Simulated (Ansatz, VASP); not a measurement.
One calculation of SiRh3, two programs

```
Rh Si
1.0
    -1.89490    1.89490    3.66934
     1.89490   -1.89490    3.66934
     1.89490    1.89490   -3.66934
Rh Si
3 1
Direct
  0.50000 0.50000 0.00000
  0.25000 0.75000 0.50000
  0.75000 0.25000 0.50000
  0.00000 0.00000 0.00000
```

Alike in both runs: functional PBE; k mesh 8 × 8 × 8; occupations fermi-dirac, width 0.05 eV; no spin polarisation.

|  | VASP | Ansatz |
| --- | --- | --- |
| version | VASP 6.6.1 | Ansatz 0.2.0 |
| potentials or method | VASP PAW PBE potentials, release 64 (Rh_pv, Si) | Ansatz PAW |
| plane-wave cutoff (eV) | 520 | 420 |
| valence electrons in the cell | 49 | 55 |
| task | single point | band structure |

VASP gave:

- gap on the k mesh at the Fermi level (eV): none
- pressure (GPa): 8.2
- traceless stress, the component that is largest in VASP (GPa): -1.97

Task: What did Ansatz give for the same quantities?

Result: gap on the k mesh at the Fermi level (eV): none; pressure (GPa): 8.2; traceless stress, the component that is largest in VASP (GPa): -1.98.

A gap of «none» marks a metal or a gap that the smearing closes. VASP's potentials hold 49 valence electrons a cell and Ansatz's 55, so a difference there can come from the potentials and not from the codes.
